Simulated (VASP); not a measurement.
# Mo3P4 (Pm-3m) in VASP: further runs

Runs on Mo3P4. Level: PBE. Tasks: single point.

All numbers are computed with VASP 6.6.1; they aren't measurements. Logs are shortened: lines on timing, memory, paths and dates and some standing lists are left out, and cuts for length are marked.

### 1 The cell of the first run

The structure is cubic, space group Pm-3m (No. 221). The conventional cell has a = 4.828 Å, b = 4.828 Å, c = 4.828 Å, α = 90.00°, β = 90.00°, γ = 90.00°. Mo (site symmetry 4/mmm) has 4 P at 2.41 Å within 3.2 Å. P (site symmetry 4/mmm) has 4 Mo at 2.41 Å and 2 P at 2.41 Å within 3.2 Å. P (site symmetry m-3m) has 6 P at 2.41 Å within 3.2 Å.

### 2 Single point, PBE

File INCAR:

```
PREC     = Accurate       # precision mode
ENCUT    = 520            # plane-wave cutoff, eV
EDIFF    = 1E-6           # SCF threshold, eV
ISMEAR   = 0              # smearing method
SIGMA    = 0.1            # smearing width, eV
LREAL    = F              # projectors in reciprocal space
LASPH    = T              # aspherical terms in the spheres
NELM     = 100            # most SCF steps
ALGO     = Normal         # electronic algorithm
ISIF     = 2              # what is computed and relaxed
LWAVE    = F              # write WAVECAR
LCHARG   = T              # write CHGCAR
GGA      = PE             # functional
LELF     = T              # ELF
LVHAR    = T            
NBANDS   = 40             # bands
```

File KPOINTS:

```
Automatic mesh
0
Gamma
  4 4 4
```

File POSCAR:

```
Mo3P4
1.0
    4.8282492182      0.0000000000      0.0000000000
    0.0000000000      4.8282492182      0.0000000000
    0.0000000000      0.0000000000      4.8282492182
Mo P
3 4
Direct
    0.0000000000      0.5000000000      0.5000000000
    0.5000000000      0.0000000000      0.5000000000
    0.5000000000      0.5000000000      0.0000000000
    0.5000000000      0.0000000000      0.0000000000
    0.0000000000      0.5000000000      0.0000000000
    0.0000000000      0.0000000000      0.5000000000
    0.0000000000      0.0000000000      0.0000000000
```

Potentials or basis: VASP PAW PBE potentials, release 64 (Mo_sv, P).

On the command line:

```
> cat potpaw_PBE.64/Mo_sv/POTCAR potpaw_PBE.64/P/POTCAR > POTCAR
> mpirun -np 1 vasp_std > vasp.out
```

OUTCAR:

```text
PREC = Accurate
   ENCUT = 520
   EDIFF = 1E-6
   ISMEAR = 0
   LREAL = F
   LASPH = T
   NELM = 100
   ISIF = 2
   GGA = PE

 ion  position               nearest neighbor table
   1  0.000  0.500  0.500-   5 2.41   6 2.41   5 2.41   6 2.41   3 3.41   2 3.41   2 3.41   3 3.41
                             2 3.41   3 3.41   3 3.41   2 3.41
   2  0.500  0.000  0.500-   4 2.41   6 2.41   4 2.41   6 2.41   3 3.41   1 3.41   1 3.41   3 3.41
                             3 3.41   1 3.41   3 3.41   1 3.41
   3  0.500  0.500  0.000-   4 2.41   5 2.41   4 2.41   5 2.41   1 3.41   2 3.41   2 3.41   1 3.41
                             2 3.41   1 3.41   2 3.41   1 3.41
   4  0.500  0.000  0.000-   2 2.41   3 2.41   7 2.41   2 2.41   3 2.41   7 2.41
   5  0.000  0.500  0.000-   1 2.41   3 2.41   7 2.41   1 2.41   7 2.41   3 2.41
   6  0.000  0.000  0.500-   1 2.41   2 2.41   7 2.41   7 2.41   1 2.41   2 2.41
   7  0.000  0.000  0.000-   4 2.41   5 2.41   6 2.41   6 2.41   5 2.41   4 2.41

  LATTYP: Found a simple cubic cell.
 ALAT       =     4.8282492182

  Lattice vectors:

 A1 = (   4.8282492182,   0.0000000000,   0.0000000000)
 A2 = (   0.0000000000,   4.8282492182,   0.0000000000)
 A3 = (   0.0000000000,   0.0000000000,   4.8282492182)

Analysis of symmetry for initial positions (statically):
=====================================================================
 Subroutine PRICEL returns:
 Original cell was already a primitive cell.

 Routine SETGRP: Setting up the symmetry group for a
 simple cubic supercell.

 Subroutine GETGRP returns: Found 48 space group operations
 (whereof 48 operations were pure point group operations)
 out of a pool of 48 trial point group operations.

The static configuration has the point symmetry O_h .

Analysis of symmetry for dynamics (positions and initial velocities):
=====================================================================
 Subroutine PRICEL returns:
 Original cell was already a primitive cell.

 Routine SETGRP: Setting up the symmetry group for a
 simple cubic supercell.

 Subroutine GETGRP returns: Found 48 space group operations
 (whereof 48 operations were pure point group operations)
 out of a pool of 48 trial point group operations.

The dynamic configuration has the point symmetry O_h .

 Subroutine INISYM returns: Found 48 space group operations
 (whereof 48 operations are pure point group operations),
 and found     1 'primitive' translations

----------------------------------------------------------------------------------------

                                     Primitive cell

  volume of cell :     112.5561

  direct lattice vectors                    reciprocal lattice vectors
     4.828249218  0.000000000  0.000000000     0.207114412  0.000000000  0.000000000
     0.000000000  4.828249218  0.000000000     0.000000000  0.207114412  0.000000000
     0.000000000  0.000000000  4.828249218     0.000000000  0.000000000  0.207114412

  length of vectors
     4.828249218  4.828249218  4.828249218     0.207114412  0.207114412  0.207114412

  position of ions in fractional coordinates (direct lattice)
     0.000000000  0.500000000  0.500000000
     0.500000000  0.000000000  0.500000000
     0.500000000  0.500000000  0.000000000
     0.500000000  0.000000000  0.000000000
     0.000000000  0.500000000  0.000000000
     0.000000000  0.000000000  0.500000000
     0.000000000  0.000000000  0.000000000

  ion indices of the primitive-cell ions
   primitive index   ion index
                 1           1
                 2           2
                 3           3
                 4           4
                 5           5
                 6           6
                 7           7

----------------------------------------------------------------------------------------

 KPOINTS: Automatic mesh

Automatic generation of k-mesh.
 Grid dimensions read from file:
 generate k-points for:    4    4    4

 Generating k-lattice:

  Cartesian coordinates                     Fractional coordinates (reciprocal lattice)
     0.051778603  0.000000000  0.000000000     0.250000000  0.000000000  0.000000000
     0.000000000  0.051778603  0.000000000     0.000000000  0.250000000  0.000000000
     0.000000000  0.000000000  0.051778603     0.000000000  0.000000000  0.250000000

  Length of vectors
     0.051778603  0.051778603  0.051778603

  Shift w.r.t. Gamma in fractional coordinates (k-lattice)
     0.000000000  0.000000000  0.000000000

 Subroutine IBZKPT returns following result:
 ===========================================

 Found     10 irreducible k-points:

 Following reciprocal coordinates:
            Coordinates               Weight
  0.000000  0.000000  0.000000      1.000000
  0.250000  0.000000  0.000000      6.000000
  0.500000  0.000000  0.000000      3.000000
  0.250000  0.250000  0.000000     12.000000
  0.500000  0.250000  0.000000     12.000000
  0.500000  0.500000  0.000000      3.000000
  0.250000  0.250000  0.250000      8.000000
  0.500000  0.250000  0.250000     12.000000
  0.500000  0.500000  0.250000      6.000000
  0.500000  0.500000  0.500000      1.000000
   k-points           NKPTS =     10   k-points in BZ     NKDIM =     10   number of bands    NBANDS=     40
   number of dos      NEDOS =    301   number of ions     NIONS =      7
   total plane-waves  NPLWV =  46656
   dimension x,y,z NGX =    36 NGY =   36 NGZ =   36
   dimension x,y,z NGXF=    72 NGYF=   72 NGZF=   72
   ions per type =               3   4
   NGX,Y,Z   is equivalent  to a cutoff of  12.40, 12.40, 12.40 a.u.
   NGXF,Y,Z  is equivalent  to a cutoff of  24.79, 24.79, 24.79 a.u.
 SYSTEM =  unknown system
   PREC   = accura    normal or accurate (medium, high low for compatibility)
   ISTART =      0    job   : 0-new  1-cont  2-samecut
   ICHARG =      2    charge: 1-file 2-atom 10-const
   ISPIN  =      1    spin polarized calculation?
   LNONCOLLINEAR =      F non collinear calculations
   LSORBIT =      F    spin-orbit coupling
   LASPH  =      T    aspherical Exc in radial PAW
   ENCUT  =  520.0 eV  38.22 Ry    6.18 a.u.   8.98  8.98  8.98*2*pi/ulx,y,z
   NELM   =    100;   NELMIN=  2; NELMDL= -5     # of ELM steps
   EDIFF  = 0.1E-05   stopping-criterion for ELM
   LREAL  =      F    real-space projection
   EDIFFG = 0.1E-04   stopping-criterion for IOM
   NSW    =      0    number of steps for IOM
   IBRION =     -1    ionic relax: 0-MD 1-quasi-New 2-CG
   NFREE  =      0    steps in history (QN), initial steepest desc. (CG)
   ISIF   =      2    stress and relaxation
   ISYM   =      2    0-nonsym 1-usesym 2-fastsym
   POTIM  = 0.5000    time-step for ionic-motion
   TEBEG  =    0.0;   TEEND  =   0.0 temperature during run
   PSTRESS=    0.0 pullay stress
   NELECT =      62.0000    total number of electrons
   NUPDOWN=      -1.0000    fix difference up-down
   EMIN   =  10.00;   EMAX   =-10.00  energy-range for DOS
   EFERMI =   0.00;   METHOD = LEGACY
   ISMEAR =     0;   SIGMA  =   0.10  broadening in eV -4-tet -1-fermi 0-gaus
   EFERMI_NEDOS =   21; number of points for ismear=-14 and -15
   IALGO  =     38    algorithm
   IMIX   =      4    mixing-type and parameters
     AMIX     =   0.40;   BMIX     =  1.00
     AMIX_MAG =   1.60;   BMIX_MAG =  1.00
  volume/ion in A,a.u.               =      16.08       108.51
  Fermi-wavevector in a.u.,A,eV,Ry     =   1.341989  2.535992 24.503212  1.800935
  Thomas-Fermi vector in A             =   2.470179
   LORBIT       =      0    0 simple, 1 ext, 2 COOP (PROOUT), +10 PAW based schemes
   GGA     = PE    functional components
   LHFCALC =     F    Hartree Fock is set to
   AEXX    =    0.0000 exact exchange contribution
   IVDW    =     0    specifies the selected vdW correction
   LEPSILON=     F    determine dielectric tensor
   LRPA    =     F    only Hartree local field effects (RPA)
 non-spin polarized calculation
 Gauss-broadening in eV      SIGMA  =   0.10
  energy-cutoff  :      520.00
  volume of cell :      112.56
 maximum number of plane-waves:      3060
 NGX is ok and might be reduce to    36
   NGX = 17   NGY = 17   NGZ = 17

 number of electron      61.9999998 magnetization

 Free energy of the ion-electron system (eV)
  ---------------------------------------------------
  ext. energy  EPLUGINS =         0.00000000
  ---------------------------------------------------
  free energy    TOTEN  =       -51.60726917 eV

  energy without entropy =      -51.54286602  energy(sigma->0) =      -51.57506759

 E-fermi :   9.5053     XC(G=0): -11.8147

 val. band max:        9.4617490871   @ k =   0.2500   0.2500   0.0000
 cond. band min:       9.5165898128   @ k =   0.2500   0.2500   0.2500
 fundamental gap:      0.0548407256
 Fermi energy:         9.5053051929

 k-point     1 :       0.0000    0.0000    0.0000
  band No.  band energies     occupation
      1     -51.3855      2.00000
      2     -51.3648      2.00000
      3     -51.3648      2.00000
      4     -25.6188      2.00000
      5     -25.6188      2.00000
      6     -25.6188      2.00000
[... 32 lines left out ...]
     39      11.9798      0.00000
     40      11.9798      0.00000

 k-point     2 :       0.2500    0.0000    0.0000
  band No.  band energies     occupation
      1     -51.3828      2.00000
      2     -51.3674      2.00000
      3     -51.3647      2.00000
      4     -25.6155      2.00000
      5     -25.6122      2.00000
      6     -25.6122      2.00000
[... 32 lines left out ...]
     39      11.9603      0.00000
     40      12.6400      0.00000

 k-point     3 :       0.5000    0.0000    0.0000
  band No.  band energies     occupation
      1     -51.3785      2.00000
      2     -51.3717      2.00000
      3     -51.3646      2.00000
      4     -25.6120      2.00000
      5     -25.6014      2.00000
      6     -25.6014      2.00000
[... 251 lines left out ...]
  band No.  band energies     occupation
      1     -51.3715      2.00000
      2     -51.3715      2.00000
      3     -51.3714      2.00000
      4     -25.6762      2.00000
      5     -25.6525      2.00000
      6     -25.6525      2.00000
[... 32 lines left out ...]
     39      12.8911      0.00000
     40      13.6730      0.00000

 k-point    10 :       0.5000    0.5000    0.5000
  band No.  band energies     occupation
      1     -51.3714      2.00000
      2     -51.3714      2.00000
      3     -51.3714      2.00000
      4     -25.6760      2.00000
      5     -25.6760      2.00000
      6     -25.6760      2.00000
[... 32 lines left out ...]
     39      12.4455      0.00000
     40      12.4455      0.00000

------------------------ aborting loop because EDIFF is reached ----------------------------------------

  FORCE on cell =-STRESS in cart. coord.  units (eV):
  Direction    XX          YY          ZZ          XY          YZ          ZX
  --------------------------------------------------------------------------------------
  -------------------------------------------------------------------------------------
  Total       -0.0358922     -0.0358922     -0.0358922      0.0000000      0.0000000     -0.0000000
  in kB       -0.5109063     -0.5109063     -0.5109063      0.0000000      0.0000000     -0.0000000
  external PRESSURE =      -0.5109063 kB  Pullay stress =       0.0000000 kB

 VOLUME and BASIS-vectors are now :
 -----------------------------------------------------------------------------
  energy-cutoff  :      520.00
  volume of cell :      112.56
      direct lattice vectors                 reciprocal lattice vectors
     4.828249218  0.000000000  0.000000000     0.207114412  0.000000000  0.000000000
     0.000000000  4.828249218  0.000000000     0.000000000  0.207114412  0.000000000
     0.000000000  0.000000000  4.828249218     0.000000000  0.000000000  0.207114412

 POSITION                                       TOTAL-FORCE (eV/Angst)
 -----------------------------------------------------------------------------------
      0.00000      2.41412      2.41412         0.000000      0.000000      0.000000
      2.41412      0.00000      2.41412         0.000000      0.000000      0.000000
      2.41412      2.41412      0.00000         0.000000      0.000000      0.000000
      2.41412      0.00000      0.00000         0.000000      0.000000      0.000000
      0.00000      2.41412      0.00000         0.000000      0.000000      0.000000
      0.00000      0.00000      2.41412         0.000000      0.000000      0.000000
      0.00000      0.00000      0.00000         0.000000      0.000000      0.000000
 -----------------------------------------------------------------------------------
    total drift:                                0.000000      0.000000      0.000000

  FREE ENERGIE OF THE ION-ELECTRON SYSTEM (eV)
  ---------------------------------------------------
  free  energy   TOTEN  =       -51.6072691650 eV

  energy  without entropy=      -51.5428660170  energy(sigma->0) =      -51.57506759
```

It took 45 s on 1 thread of Intel Xeon Platinum 8375C at 2.90GHz (Ice Lake), shared host; peak memory 0.21 GiB.

What came out:

* Free energy: -51.6073 eV
* Pressure: -0.1 GPa
* Band gap on the k mesh: zero (band 31 reaches 9.58 eV, above the bottom of band 32 at 8.65 eV)

### 3 Single point, PBE

This run uses another cell than the first one, of 20.30 Å³/atom, 1.263 times its volume.

File INCAR:

```
SYSTEM = Mo3P4
ALGO     = Normal         ! electronic algorithm
EDIFF    = 1E-7           ! SCF threshold, eV
ENCUT    = 520            ! plane-wave cutoff, eV
GGA      = PE             ! functional
ISIF     = 2              ! what is computed and relaxed
ISMEAR   = 0              ! smearing method
LASPH    = .True.         ! aspherical terms in the spheres
LCHARG   = .True.         ! write CHGCAR
LELF     = .True.         ! ELF
LREAL    = .False.        ! projectors in reciprocal space
LVHAR    = .True.       
LWAVE    = .False.        ! write WAVECAR
NBANDS   = 40             ! bands
NELM     = 60             ! most SCF steps
PREC     = Accurate       ! precision mode
SIGMA    = 0.1            ! smearing width, eV
```

File KPOINTS:

```
k-points
0
Gamma
  4 4 4
  0 0 0
```

Changes to POSCAR since step 2:

```diff
@@ -2,5 +2,5 @@
 1.0
-    4.8282492182      0.0000000000      0.0000000000
-    0.0000000000      4.8282492182      0.0000000000
-    0.0000000000      0.0000000000      4.8282492182
+    5.2183975200      0.0000000000      0.0000000000
+    0.0000000000      5.2183975200      0.0000000000
+    0.0000000000      0.0000000000      5.2183975200
 Mo P
```

Potentials or basis: VASP PAW PBE potentials, release 64 (Mo_sv, P).

On the command line:

```
> cat potpaw_PBE.64/Mo_sv/POTCAR potpaw_PBE.64/P/POTCAR > POTCAR
> mpirun -np 1 vasp_std > vasp.out
```

OUTCAR:

```text
SYSTEM = Mo3P4
   EDIFF = 1E-7
   ENCUT = 520
   GGA = PE
   ISIF = 2
   ISMEAR = 0
   LASPH = .True.
   LREAL = .False.
   NELM = 60
   PREC = Accurate

 ion  position               nearest neighbor table
   1  0.000  0.500  0.500-   5 2.61   6 2.61   5 2.61   6 2.61
   2  0.500  0.000  0.500-   4 2.61   6 2.61   4 2.61   6 2.61
   3  0.500  0.500  0.000-   4 2.61   5 2.61   4 2.61   5 2.61
   4  0.500  0.000  0.000-   2 2.61   3 2.61   7 2.61   2 2.61   3 2.61   7 2.61
   5  0.000  0.500  0.000-   1 2.61   3 2.61   7 2.61   1 2.61   7 2.61   3 2.61
   6  0.000  0.000  0.500-   1 2.61   2 2.61   7 2.61   7 2.61   1 2.61   2 2.61
[... 624 lines left out ...]
  Total      -19.8205946    -19.8205946    -19.8205946     -0.0000000     -0.0000000     -0.0000000
  in kB     -223.4682275   -223.4682275   -223.4682275     -0.0000000     -0.0000000     -0.0000000
  external PRESSURE =    -223.4682275 kB  Pullay stress =       0.0000000 kB

 VOLUME and BASIS-vectors are now :
 -----------------------------------------------------------------------------
  energy-cutoff  :      520.00
  volume of cell :      142.11
      direct lattice vectors                 reciprocal lattice vectors
     5.218397520  0.000000000  0.000000000     0.191629709  0.000000000  0.000000000
     0.000000000  5.218397520  0.000000000     0.000000000  0.191629709  0.000000000
     0.000000000  0.000000000  5.218397520     0.000000000  0.000000000  0.191629709

 POSITION                                       TOTAL-FORCE (eV/Angst)
 -----------------------------------------------------------------------------------
      0.00000      2.60920      2.60920         0.000000      0.000000      0.000000
      2.60920      0.00000      2.60920         0.000000      0.000000      0.000000
      2.60920      2.60920      0.00000         0.000000      0.000000      0.000000
      2.60920      0.00000      0.00000         0.000000      0.000000      0.000000
      0.00000      2.60920      0.00000         0.000000      0.000000      0.000000
      0.00000      0.00000      2.60920         0.000000      0.000000      0.000000
      0.00000      0.00000      0.00000         0.000000      0.000000      0.000000
 -----------------------------------------------------------------------------------
    total drift:                                0.000000      0.000000     -0.000000

  FREE ENERGIE OF THE ION-ELECTRON SYSTEM (eV)
  ---------------------------------------------------
  free  energy   TOTEN  =       -49.0590102290 eV

  energy  without entropy=      -48.9818964578  energy(sigma->0) =      -49.02045334
```

OSZICAR:

```text
N       E                     dE             d eps       ncg     rms          rms(c)
DAV:   1     0.528461530290E+03    0.52846E+03   -0.34663E+04   880   0.145E+03
DAV:   2    -0.254282262449E+02   -0.55389E+03   -0.53618E+03   880   0.391E+02
DAV:   3    -0.529732244819E+02   -0.27545E+02   -0.25872E+02  1072   0.725E+01
DAV:   4    -0.537148367177E+02   -0.74161E+00   -0.72311E+00   984   0.106E+01
[... 11 lines left out ...]
DAV:  16    -0.490590104206E+02    0.29350E-05   -0.52833E-06   872   0.830E-03    0.438E-03
DAV:  17    -0.490590105885E+02   -0.16793E-06   -0.29713E-07   808   0.217E-03    0.436E-03
DAV:  18    -0.490590103549E+02    0.23367E-06   -0.96192E-08   568   0.142E-03    0.229E-03
DAV:  19    -0.490590102268E+02    0.12808E-06   -0.12319E-07   744   0.947E-04    0.599E-04
DAV:  20    -0.490590102290E+02   -0.21828E-08   -0.19998E-08   496   0.428E-04
   1 F= -.49059010E+02 E0= -.49020453E+02  d E =-.771138E-01
```

It took 72 s on 1 thread of Intel Xeon Platinum 8375C at 2.90GHz (Ice Lake), shared host; peak memory 0.25 GiB.

Results:

| Property | Result |
| --- | --- |
| Free energy | -49.0590 eV |
| Pressure | -22.3 GPa |
| Band gap on the k mesh | zero (band 31 reaches 6.78 eV, above the bottom of band 32 at 6.16 eV) |

Levels at points of the mesh, in eV from the Fermi level:
| k point | band 28 | band 29 | band 30 | band 31 | band 32 | band 33 | band 34 | band 35 |
| --- | --- | --- | --- | --- | --- | --- | --- | --- |
| (0.00, 0.00, 0.00) | -1.10 | -1.10 | -0.53 | -0.53 | -0.53 | -0.25 | -0.20 | -0.20 |
| (0.50, 0.00, 0.00) | -0.38 | -0.30 | -0.30 | -0.14 | 0.05 | 0.13 | 0.13 | 0.35 |
| (0.50, 0.50, 0.00) | -0.45 | -0.45 | -0.28 | -0.28 | -0.10 | 0.17 | 0.49 | 1.20 |
| (0.50, 0.50, 0.50) | -0.73 | -0.19 | -0.19 | -0.19 | 0.21 | 0.74 | 0.74 | 0.74 |
